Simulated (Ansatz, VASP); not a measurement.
# WSe2 in VASP and in Ansatz

Contents of INCAR:

```
PREC = Accurate
ENCUT = 520
EDIFF = 1E-7
ISMEAR = 0
SIGMA = 0.05
LREAL = False
LASPH = True
NELM = 60
ALGO = Normal
ISIF = 2
LWAVE = False
LCHARG = False
GGA = PE
IVDW = 12
NBANDS = 20
```

KPOINTS

```
regular mesh
0
Gamma
  9 9 4
```

The input POSCAR:

```
WSe2
1.0
    3.1893814957      0.0000000000      0.0000000000
   -1.5946907479      2.7620853977      0.0000000000
    0.0000000000      0.0000000000      7.4047870187
W Se
1 2
Direct
    0.0000000000      0.0000000000      0.0000000000
    0.3333333333      0.6666666667      0.2524432937
    0.3333333333      0.6666666667      0.7475567063
```

Input for Ansatz:

```yaml
crystal:
  lattice:
    - [3.1893814957, 0.0, 0.0]
    - [-1.5946907479, 2.7620853977, 0.0]
    - [0.0, 0.0, 7.4047870187]
  atoms:
    - { symbol: W, position: [0.0, 0.0, 0.0] }
    - { symbol: Se, position: [0.3333333333, 0.6666666667, 0.2524432937] }
    - { symbol: Se, position: [0.3333333333, 0.6666666667, 0.7475567063] }
basis:
  ecutwfc: 420
kpoints:
  mp_grid: { grid: [9, 9, 4] }
hamiltonian:
  xc: pbe
  pseudopotentials: { kind: paw, azcp: { folder: soft_1 } }
  dispersion: d3bj
scf:
  occupations: { method: gaussian, width: 0.05 }
output:
  forces: true
  stress: true
  eigenvalues: true
```

Alike in both runs: task single point; functional PBE; dispersion D3(BJ); k mesh 9 × 9 × 4; occupations gaussian, width 0.05 eV; no spin polarisation.

```csv
,VASP,Ansatz
version,VASP 6.6.1,Ansatz 0.2.0
potentials or method,"VASP PAW PBE potentials, release 64 (W_sv, Se), cutoff 520 eV","scalar-relativistic, plane waves, PAW"
valence electrons in the cell,26,46
```

Ansatz gave:

- gap on the k mesh at the Fermi level (eV): 0.79
- least direct gap on the mesh (eV): 1.41
- pressure (GPa): -6.9
- traceless stress, the component that is largest in VASP (GPa): -13.24
- rms of the force components (eV/Å): 0.998

Question: What did VASP give for the same quantities?

Answer: gap on the k mesh at the Fermi level (eV): 0.79; least direct gap on the mesh (eV): 1.41; pressure (GPa): -6.7; traceless stress, the component that is largest in VASP (GPa): -13.17; rms of the force components (eV/Å): 0.983.

Atom by atom the forces differ by 0.015 eV/Å (rms over components). VASP's potentials hold 26 valence electrons a cell and Ansatz's 46, so a difference there can come from the potentials and not from the codes.

Spin-orbit coupling is off throughout.
